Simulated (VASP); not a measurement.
Input of a VASP 6.6.1 run:

INCAR

```
  PREC = Accurate
  ENCUT = 600
  EDIFF = 1E-6
  ISMEAR = 0
  SIGMA = 0.02
  LREAL = False
  LASPH = True
  NELM = 60
  ALGO = Normal
  ISIF = 4
  LWAVE = False
  LCHARG = False
  GGA = PE
  IBRION = 2
  NSW = 50
  EDIFFG = -0.01
```

KPOINTS

```
Automatic mesh
0
Gamma
  6 6 4
```

POSCAR

```
Te2Pb3Se
1.0
    4.6054098740      0.0000000000      0.0000000000
   -2.3027049370      3.9884019457      0.0000000000
    0.0000000000      0.0000000000     11.2826867825
Te Pb Se
2 3 1
Direct
    0.3333333333      0.6666666667      0.6733831135
    0.6666666667      0.3333333333      0.3266168865
    0.6666666667      0.3333333333      0.8473269858
    0.0000000000      0.0000000000      0.5000000000
    0.3333333333      0.6666666667      0.1526730142
    0.0000000000      0.0000000000      0.0000000000
```

Potentials or basis: VASP PAW PBE potentials, release 64 (Te, Pb_d, Se).

Run with:

```bash
$ cat potpaw_PBE.64/Te/POTCAR potpaw_PBE.64/Pb_d/POTCAR potpaw_PBE.64/Se/POTCAR > POTCAR
$ mpirun -np 1 vasp_std > vasp.out
```

Estimate the band gap on the k mesh.

0.75 eV (least direct gap 0.77 eV).

Final structure:
```
Te Pb Se
1.0
     4.60532    0.00000    0.00000
    -2.30266    3.98832    0.00000
     0.00000    0.00000   11.28314
Te Pb Se
2 3 1
Direct
  0.33333 0.66667 0.67337
  0.66667 0.33333 0.32663
  0.66667 0.33333 0.84727
  0.00000 0.00000 0.50000
  0.33333 0.66667 0.15273
  0.00000 0.00000 0.00000
```

Caveat: spin-orbit coupling is left out, which moves the levels of the heavy elements. A k mesh can miss the band edges.
